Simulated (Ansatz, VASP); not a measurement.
# Two plane-wave programs on Ir

```
Ir
1.0
     4.25471    0.00000    0.00000
    -2.12735    3.68469    0.00000
     0.00000    0.00000    2.62238
Ir
3
Direct
  0.00000 0.00000 0.00000
  0.33333 0.66667 0.50000
  0.66667 0.33333 0.50000
```

Alike in both runs: task single point; functional LDA; k mesh 10 × 10 × 13; occupations fermi-dirac, width 0.1 eV; no spin polarisation.

|  | VASP | Ansatz |
| --- | --- | --- |
| version | VASP 6.6.1 | Ansatz 0.2.0 |
| potentials or method | VASP PAW LDA potentials, release 64 (Ir), cutoff 520 eV | plane waves (420 eV) with PAW, scalar-relativistic |
| valence electrons in the cell | 27 | 51 |

```tsv
	VASP	Ansatz	Ansatz less VASP
pressure (GPa)	19.6	16.9	-2.70
traceless stress, the component that is largest in VASP (GPa)	-2.07	-1.82	+0.252
```

Ansatz warns that its potentials were made for another functional, while VASP's fit it. LDA's correlation is that of Perdew and Zunger in VASP and of Perdew and Wang (1992) in Ansatz. VASP's potentials hold 27 valence electrons a cell and Ansatz's 51, so a difference there can come from the potentials and not from the codes.

Neither program's run includes spin-orbit coupling.
